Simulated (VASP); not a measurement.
Input of a VASP 6.6.1 run:

Contents of INCAR:

```
SYSTEM = Ti
PREC = Accurate
ENCUT = 600
EDIFF = 1E-6
ISMEAR = 1
SIGMA = 0.05
LREAL = .False.
LASPH = .True.
NELM = 80
ALGO = Normal
ISIF = 3
LWAVE = .False.
LCHARG = .False.
GGA = PS
IBRION = 2
NSW = 80
EDIFFG = -0.01
```

KPOINTS

```
Automatic mesh
0
Gamma
  17 17 17
  0 0 0
```

POSCAR

```
Ti
1.0
    0.0000000000      2.0273230900      2.0273230900
    2.0273230900      0.0000000000      2.0273230900
    2.0273230900      2.0273230900      0.0000000000
Ti
1
Direct
    0.0000000000      0.0000000000      0.0000000000
```

Potentials or basis: VASP PAW PBE potentials, release 64 (Ti_sv).

Launch:

```bash
$ cat potpaw_PBE.64/Ti_sv/POTCAR > POTCAR
$ mpirun -np 1 vasp_std > vasp.out
```

Q: Predict the space group after relaxing (to 0.1 Å).

A: Fm-3m (No. 225).

Q: Estimate the relaxed cell.

A: a = 2.865 Å, b = 2.865 Å, c = 2.865 Å, α = 60.00°, β = 60.00°, γ = 60.00°.

Q: Estimate the band gap on the k mesh.

A: Zero (bands 6 and 7 overlap by 1.39 eV).

Q: Predict the relaxed volume.

A: 16.62 Å³/atom.

Final structure:
```yaml
crystal:
  lattice:
    - [0.00000, 2.02564, 2.02564]
    - [2.02564, 0.00000, 2.02564]
    - [2.02564, 2.02564, 0.00000]
  atoms:
    - { symbol: Ti, position: [0.00000, 0.00000, 0.00000] }
```

Caveat: the PAW data sets were made with another functional, which shifts forces and pressure a little.
